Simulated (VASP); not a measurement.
# PtS2 (P1) in VASP: relaxation of cell and atoms with PBE+D3(BJ)

Aim: the relaxation of cell and atoms of PtS2 with PBE+D3(BJ).

All numbers are computed with VASP 6.6.1; they aren't measurements. Logs are shortened: lines on timing, memory, paths and dates and some standing lists are left out, and cuts for length are marked.

### Step 1. The cell of the first run

The typed cell holds 6 atoms: a = 3.471 Å, b = 5.854 Å, c = 6.142 Å, α = 99.65°, β = 92.45°, γ = 108.91°.

### Step 2. Relaxation of cell and atoms, PBE+D3(BJ)

File INCAR:

```
PREC     = Accurate       # precision mode
ENCUT    = 600            # plane-wave cutoff, eV
EDIFF    = 1E-7           # SCF threshold, eV
ISMEAR   = 0              # smearing method
SIGMA    = 0.1            # smearing width, eV
LREAL    = F              # projectors in reciprocal space
LASPH    = T              # aspherical terms in the spheres
NELM     = 80             # most SCF steps
ALGO     = Normal         # electronic algorithm
ISIF     = 3              # what is computed and relaxed
LWAVE    = F              # write WAVECAR
LCHARG   = F              # write CHGCAR
GGA      = PE             # functional
IVDW     = 12             # dispersion correction
IBRION   = 2              # ionic algorithm
NSW      = 80             # ionic steps
EDIFFG   = -0.025         # ionic threshold
```

File KPOINTS:

```
Automatic mesh
0
Gamma
  4 4 2
```

File POSCAR:

```
PtS2
1.0
   -1.7999742211      2.9671349004     -0.0671122270
    0.0388274539     -2.0723716528      5.4752176161
    5.3833155463      2.9575467770     -0.0192210302
Pt S
2 4
Direct
    0.4595827004      0.9857603509      0.4961367420
    0.0220403005     -0.0210184235      0.0087916195
    0.1185819620      0.2383724415      0.3586174179
    0.5788836128      0.1901928077      0.8726725715
    0.3785635919      0.7878233056      0.1217348287
    0.9423478324      0.8188695179      0.6420468204
```

Potentials or basis: VASP PAW PBE potentials, release 64 (Pt, S).

Started as:

```bash
$ cat potpaw_PBE.64/Pt/POTCAR potpaw_PBE.64/S/POTCAR > POTCAR
$ mpirun -np 1 vasp_std > vasp.out
```

OUTCAR:

```text
PREC = Accurate
   ENCUT = 600
   EDIFF = 1E-7
   ISMEAR = 0
   LREAL = F
   LASPH = T
   NELM = 80
   ISIF = 3
   GGA = PE
   IVDW = 12
   IBRION = 2
   NSW = 80
   EDIFFG = -0.025
 IVDW          = 12

 ion  position               nearest neighbor table
   1  0.460  0.986  0.496-   6 2.07   5 2.36   4 2.37   3 2.40   6 2.41   3 2.55   2 3.29
   2  0.022  0.979  0.009-   5 2.09   4 2.21   6 2.26   5 2.34   3 2.36   4 2.46   1 3.29
   3  0.119  0.238  0.359-   2 2.36   1 2.40   1 2.55
   4  0.579  0.190  0.873-   2 2.21   1 2.37   2 2.46   6 2.68
   5  0.379  0.788  0.122-   2 2.09   2 2.34   1 2.36
   6  0.942  0.819  0.642-   1 2.07   2 2.26   1 2.41   4 2.68

  LATTYP: Found a triclinic cell.
 ALAT       =    14.5538247073
 B/A-ratio  =     1.0506254853
 C/A-ratio  =     0.9105782108
 COS(alpha) =     0.0120890610
 COS(beta)  =     0.5727713918
 COS(gamma) =     0.8256388423

  Lattice vectors:

 A1 = ( -12.5277778598,  -5.0203303064,   5.4465474495)
 A2 = ( -10.7055833018,   1.7991146186,  10.7683195814)
 A3 = (  -7.2055101043,  -9.7769917020,  -5.3025511017)

Analysis of symmetry for initial positions (statically):
=====================================================================
 Subroutine PRICEL returns:
 Original cell was already a primitive cell.

 Routine SETGRP: Setting up the symmetry group for a
 triclinic supercell.

 Subroutine GETGRP returns: Found  1 space group operations
 (whereof  1 operations were pure point group operations)
 out of a pool of  2 trial point group operations.

The static configuration has the point symmetry C_1 .

Analysis of symmetry for dynamics (positions and initial velocities):
=====================================================================
 Subroutine PRICEL returns:
 Original cell was already a primitive cell.

 Routine SETGRP: Setting up the symmetry group for a
 triclinic supercell.

 Subroutine GETGRP returns: Found  1 space group operations
 (whereof  1 operations were pure point group operations)
 out of a pool of  2 trial point group operations.

The dynamic configuration has the point symmetry C_1 .

 Subroutine INISYM returns: Found  1 space group operations
 (whereof  1 operations are pure point group operations),
 and found     1 'primitive' translations

----------------------------------------------------------------------------------------

                                     Primitive cell

  volume of cell :     115.7772

  direct lattice vectors                    reciprocal lattice vectors
    -1.799974221  2.967134900 -0.067112227    -0.139521205  0.254588657  0.097351303
     0.038827454 -2.072371653  5.475217616    -0.001221796  0.003419357  0.183944034
     5.383315546  2.957546777 -0.019221030     0.139117401  0.085100019  0.031223835

  length of vectors
     3.471066229  5.854420533  6.142274714     0.306200632  0.183979870  0.166043947

  position of ions in fractional coordinates (direct lattice)
     0.459582700  0.985760351  0.496136742
     0.022040301  0.978981576  0.008791620
     0.118581962  0.238372441  0.358617418
     0.578883613  0.190192808  0.872672571
     0.378563592  0.787823306  0.121734829
     0.942347832  0.818869518  0.642046820

  ion indices of the primitive-cell ions
   primitive index   ion index
                 1           1
                 2           2
                 3           3
                 4           4
                 5           5
                 6           6

----------------------------------------------------------------------------------------

 KPOINTS: Automatic mesh

Automatic generation of k-mesh.
 Grid dimensions read from file:
 generate k-points for:    4    4    2

 Generating k-lattice:

  Cartesian coordinates                     Fractional coordinates (reciprocal lattice)
    -0.034880301  0.063647164  0.024337826     0.250000000  0.000000000  0.000000000
    -0.000305449  0.000854839  0.045986009     0.000000000  0.250000000  0.000000000
     0.069558700  0.042550010  0.015611918     0.000000000  0.000000000  0.500000000

  Length of vectors
     0.076550158  0.045994967  0.083021974

  Shift w.r.t. Gamma in fractional coordinates (k-lattice)
     0.000000000  0.000000000  0.000000000

 Subroutine IBZKPT returns following result:
 ===========================================

 Found     20 irreducible k-points:

 Following reciprocal coordinates:
            Coordinates               Weight
  0.000000  0.000000  0.000000      1.000000
  0.250000 -0.000000 -0.000000      2.000000
  0.500000 -0.000000 -0.000000      1.000000
 -0.000000  0.250000 -0.000000      2.000000
  0.250000  0.250000 -0.000000      2.000000
  0.500000  0.250000 -0.000000      2.000000
[... 12 lines left out ...]
  0.250000  0.500000  0.500000      2.000000
  0.500000  0.500000  0.500000      1.000000
   k-points           NKPTS =     20   k-points in BZ     NKDIM =     20   number of bands    NBANDS=     26
   number of dos      NEDOS =    301   number of ions     NIONS =      6
   total plane-waves  NPLWV =  67200
   dimension x,y,z NGX =    28 NGY =   48 NGZ =   50
   dimension x,y,z NGXF=    56 NGYF=   96 NGZF=  100
   ions per type =               2   4
   NGX,Y,Z   is equivalent  to a cutoff of  13.41, 13.63, 13.53 a.u.
   NGXF,Y,Z  is equivalent  to a cutoff of  26.82, 27.26, 27.07 a.u.
 SYSTEM =  unknown system
   PREC   = accura    normal or accurate (medium, high low for compatibility)
   ISTART =      0    job   : 0-new  1-cont  2-samecut
   ICHARG =      2    charge: 1-file 2-atom 10-const
   ISPIN  =      1    spin polarized calculation?
   LNONCOLLINEAR =      F non collinear calculations
   LSORBIT =      F    spin-orbit coupling
   LASPH  =      T    aspherical Exc in radial PAW
   ENCUT  =  600.0 eV  44.10 Ry    6.64 a.u.   6.93 11.69 12.27*2*pi/ulx,y,z
   NELM   =     80;   NELMIN=  2; NELMDL= -5     # of ELM steps
   EDIFF  = 0.1E-06   stopping-criterion for ELM
   LREAL  =      F    real-space projection
   EDIFFG = -.3E-01   stopping-criterion for IOM
   NSW    =     80    number of steps for IOM
   IBRION =      2    ionic relax: 0-MD 1-quasi-New 2-CG
   NFREE  =      1    steps in history (QN), initial steepest desc. (CG)
   ISIF   =      3    stress and relaxation
   ISYM   =      2    0-nonsym 1-usesym 2-fastsym
   POTIM  = 0.5000    time-step for ionic-motion
   TEBEG  =    0.0;   TEEND  =   0.0 temperature during run
   PSTRESS=    0.0 pullay stress
   NELECT =      44.0000    total number of electrons
   NUPDOWN=      -1.0000    fix difference up-down
   EMIN   =  10.00;   EMAX   =-10.00  energy-range for DOS
   EFERMI =   0.00;   METHOD = LEGACY
   ISMEAR =     0;   SIGMA  =   0.10  broadening in eV -4-tet -1-fermi 0-gaus
   EFERMI_NEDOS =   21; number of points for ismear=-14 and -15
   IALGO  =     38    algorithm
   IMIX   =      4    mixing-type and parameters
     AMIX     =   0.40;   BMIX     =  1.00
     AMIX_MAG =   1.60;   BMIX_MAG =  1.00
  volume/ion in A,a.u.               =      19.30       130.22
  Fermi-wavevector in a.u.,A,eV,Ry     =   1.185818  2.240871 19.132024  1.406164
  Thomas-Fermi vector in A             =   2.322004
   LORBIT       =      0    0 simple, 1 ext, 2 COOP (PROOUT), +10 PAW based schemes
   GGA     = PE    functional components
   LHFCALC =     F    Hartree Fock is set to
   AEXX    =    0.0000 exact exchange contribution
   IVDW    =    12    specifies the selected vdW correction
   LEPSILON=     F    determine dielectric tensor
   LRPA    =     F    only Hartree local field effects (RPA)
 conjugate gradient relaxation of ions
 non-spin polarized calculation
 Gauss-broadening in eV      SIGMA  =   0.10
  energy-cutoff  :      600.00
  volume of cell :      115.78
 maximum number of plane-waves:      3888
   NGX = 13   NGY = 23   NGZ = 25

--------------------------------------- Ionic step        1  -------------------------------------------

 number of electron      44.0000001 magnetization

 Free energy of the ion-electron system (eV)
  ---------------------------------------------------
  ext. energy  EPLUGINS =         0.00000000
  ---------------------------------------------------
  free energy    TOTEN  =       -28.32681063 eV

  energy without entropy =      -28.32680723  energy(sigma->0) =      -28.32680893

------------------------ aborting loop because EDIFF is reached ----------------------------------------

 Edisp (eV)   -2.37716

 E8    (eV) :    -0.9470

  FORCE on cell =-STRESS in cart. coord.  units (eV):
  Direction    XX          YY          ZZ          XY          YZ          ZX
  --------------------------------------------------------------------------------------
  -------------------------------------------------------------------------------------
  Total      14.05263    14.85923     9.99597    -2.54259     0.92078    -3.21457
  in kB     194.46662   205.62866   138.32874   -35.18550    12.74221   -44.48465
  external pressure =      179.47 kB  Pullay stress =        0.00 kB
[... 25 lines left out ...]
  energy  without entropy=      -30.7039656618  energy(sigma->0) =      -30.70396736

--------------------------------------- Ionic step        2  -------------------------------------------

 number of electron      43.9999999 magnetization

 E-fermi :   2.7706     XC(G=0):  -8.8942

 val. band max:        2.5850907443   @ k =   0.0000   0.0000   0.0000
 cond. band min:       2.9765381435   @ k =  -0.0000   0.2500   0.5000
 fundamental gap:      0.3914473992
 Fermi energy:         2.7706411252

 k-point     1 :       0.0000    0.0000    0.0000
  band No.  band energies     occupation
      1     -10.4264      2.00000
      2      -9.5130      2.00000
      3      -9.1434      2.00000
      4      -9.0282      2.00000
      5      -2.5033      2.00000
      6      -2.1704      2.00000
[... 650 lines left out ...]
  FREE ENERGIE OF THE ION-ELECTRON SYSTEM (eV)
  ---------------------------------------------------
  free  energy   TOTEN  =       -32.5720327072 eV

  energy  without entropy=      -32.5720327071  energy(sigma->0) =      -32.57203271

 E-fermi :   5.4245     XC(G=0):  -9.9590

 val. band max:        4.9377602245   @ k =   0.0000   0.0000   0.0000
 cond. band min:       6.1299662315   @ k =  -0.0000   0.2500   0.5000
 fundamental gap:      1.1922060069
 Fermi energy:         5.4244783949

 k-point     1 :       0.0000    0.0000    0.0000
  band No.  band energies     occupation
      1      -9.4717      2.00000
      2      -7.8251      2.00000
      3      -7.3757      2.00000
      4      -7.0128      2.00000
      5      -1.6184      2.00000
      6      -1.0210      2.00000
[... 569 lines left out ...]
     25       7.7817      0.00000
     26       7.8455      0.00000

[... ionic steps 4 to 21 ...]

--------------------------------------- Ionic step       22  -------------------------------------------

 number of electron      44.0000002 magnetization

------------------------ aborting loop because EDIFF is reached ----------------------------------------

 Edisp (eV)   -2.39856

 E8    (eV) :    -0.9578
[... 77 lines left out ...]
  energy  without entropy=      -33.1328308034  energy(sigma->0) =      -33.13283080

--------------------------------------- Ionic step       24  -------------------------------------------

 number of electron      44.0000001 magnetization

 Free energy of the ion-electron system (eV)
  ---------------------------------------------------
  ext. energy  EPLUGINS =         0.00000000
  ---------------------------------------------------
  free energy    TOTEN  =       -30.73122975 eV

  energy without entropy =      -30.73122975  energy(sigma->0) =      -30.73122975

 E-fermi :   6.2743     XC(G=0): -10.3168

 val. band max:        5.8559409972   @ k =   0.0000   0.0000   0.0000
 cond. band min:       6.6948907074   @ k =   0.5000   0.2500  -0.0000
 fundamental gap:      0.8389497102
 Fermi energy:         6.2742815213

 k-point     1 :       0.0000    0.0000    0.0000
  band No.  band energies     occupation
      1      -8.9561      2.00000
      2      -7.2544      2.00000
      3      -6.7548      2.00000
      4      -6.3100      2.00000
      5      -1.0019      2.00000
      6      -0.6241      2.00000
[... 606 lines left out ...]
  FREE ENERGIE OF THE ION-ELECTRON SYSTEM (eV)
  ---------------------------------------------------
  free  energy   TOTEN  =       -33.1330934957 eV

  energy  without entropy=      -33.1330934955  energy(sigma->0) =      -33.13309350

 reached required accuracy - stopping structural energy minimisation
```

It took 8.4 min on 1 thread of AMD EPYC 9R45 (Zen 5), shared host; peak memory 0.28 GiB.

What came out:

| Property | Result |
| --- | --- |
| Free energy | -33.1331 eV |
| Relaxed volume | 19.22 Å³/atom |
| Relaxed cell | a = 3.542 Å, b = 5.689 Å, c = 6.132 Å, α = 100.20°, β = 90.02°, γ = 108.22° |
| Space group after relaxing (to 0.1 Å) | R-3m (No. 166) |
| Energy gained by relaxing | 404.9 meV/atom |
| Ionic steps | 24 |
| Pressure after relaxing | 0.0 GPa |
| Largest force after relaxing | 0.020 eV/Å |
| Band gap on the k mesh | 0.84 eV (least direct gap 1.10 eV) |
| Dispersion energy per atom | -0.400 eV |

Forces on the atoms (eV/Å):
```
Pt  -0.008  0.004  0.018
Pt   0.001  0.000 -0.016
S   -0.005 -0.010 -0.007
S    0.013  0.015  0.005
S   -0.001 -0.008  0.003
S    0.001  0.000 -0.003
```

The path:
```
step  energy change (eV)  largest force (eV/Å)  pressure (GPa)  volume (Å³)
   1              0.0000                6.6808           17.95       115.78
   2              1.1396                2.7273          -17.28       155.70
   3             -1.8681                1.5478           -6.56       129.63
   4             -1.8983                1.4925           -5.21       128.27
   5             -1.9046                1.6158           -4.09       127.24
   6             -2.2746                1.3001            1.37       120.90
   7             -2.2748                1.3221            1.51       120.77
   8             -2.3630                0.5730           -1.43       121.92
   9             -2.3634                0.5857           -1.61       122.00
  10             -2.3895                0.2928            0.59       119.29
  11             -2.3901                0.2443            0.30       119.62
  12             -2.4010                0.2102           -0.36       119.47
  13             -2.4039                0.2523           -0.94       119.33
  14             -2.4109                0.2587           -0.66       118.62
  15             -2.4212                0.2804            0.28       116.50
  16             -2.4252                0.1155           -0.11       116.48
  17             -2.4261                0.0990           -0.40       116.47
  18             -2.4274                0.0883           -0.04       115.99
  19             -2.4275                0.1048            0.11       115.80
  20             -2.4283                0.0680            0.01       115.72
  21             -2.4285                0.0626           -0.10       115.64
  22             -2.4288                0.0452            0.00       115.45
  23             -2.4289                0.0530            0.05       115.35
  24             -2.4291                0.0201           -0.03       115.31
```

Final structure:
```
CELL_PARAMETERS angstrom
-1.77101 3.06747 -0.00387
0.00861 -2.04259 5.30957
5.31137 3.06456 0.00680
ATOMIC_POSITIONS crystal
Pt 0.49972 0.99960 0.49998
Pt 0.00019 0.00038 0.00004
S 0.11689 0.23259 0.37171
S 0.61660 0.23261 0.87097
S 0.38346 0.76751 0.12851
S 0.88313 0.76730 0.62878
```

Caveat: the k points lie up to 0.52 Å⁻¹ apart in the final cell; spin-orbit coupling is left out, which moves the levels of the heavy elements. A k mesh can miss the band edges.
